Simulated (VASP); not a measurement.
Crystal: In3Se.

```
CELL_PARAMETERS angstrom
4.80376 0.00000 0.00000
0.00000 4.80376 0.00000
0.00000 0.00000 4.80376
ATOMIC_POSITIONS crystal
In 0.00000 0.50000 0.50000
In 0.50000 0.00000 0.50000
In 0.50000 0.50000 0.00000
Se 0.00000 0.00000 0.00000
```

```yaml
Program: VASP 6.6.1
Task: relaxation of cell and atoms
Functional: PBE
Dispersion: D4
Potentials_or_basis: VASP PAW PBE potentials, release 64 (In_d, Se)
Cutoff: 600 eV
k_mesh: 10 × 10 × 10
Occupations: gaussian, width 0.1 eV
Spin: no spin polarisation
```

At the start: pressure -2.2 GPa; volume 27.71 Å³/atom.

Q: How do energy, volume and symmetry change on relaxing?

A: Over 3 steps the energy falls by 12.3 meV/atom and the volume is 26.02 Å³/atom (-6.1 %); space group Pm-3m (No. 221, to 0.05 Å).

The path:
```
step  energy change (eV)  largest force (eV/Å)  pressure (GPa)  volume (Å³)
   1              0.0000                0.0000           -2.17       110.85
   2             -0.0482                0.0000           -0.34       104.95
   3             -0.0492                0.0000           -0.02       104.07
```

Final structure:
```cif
data_structure
_symmetry_space_group_name_H-M 'P 1'
_symmetry_Int_Tables_number 1
_cell_length_a 4.7037
_cell_length_b 4.7037
_cell_length_c 4.7037
_cell_angle_alpha 90.000
_cell_angle_beta 90.000
_cell_angle_gamma 90.000
_cell_volume 104.07
loop_
_atom_site_label
_atom_site_type_symbol
_atom_site_fract_x
_atom_site_fract_y
_atom_site_fract_z
_atom_site_occupancy
In1 In 0.00000 0.50000 0.50000 1
In2 In 0.50000 0.00000 0.50000 1
In3 In 0.50000 0.50000 0.00000 1
Se1 Se 0.00000 0.00000 0.00000 1
```

Caveat: pairwise dispersion overbinds metals, which lowers pressure and volume.
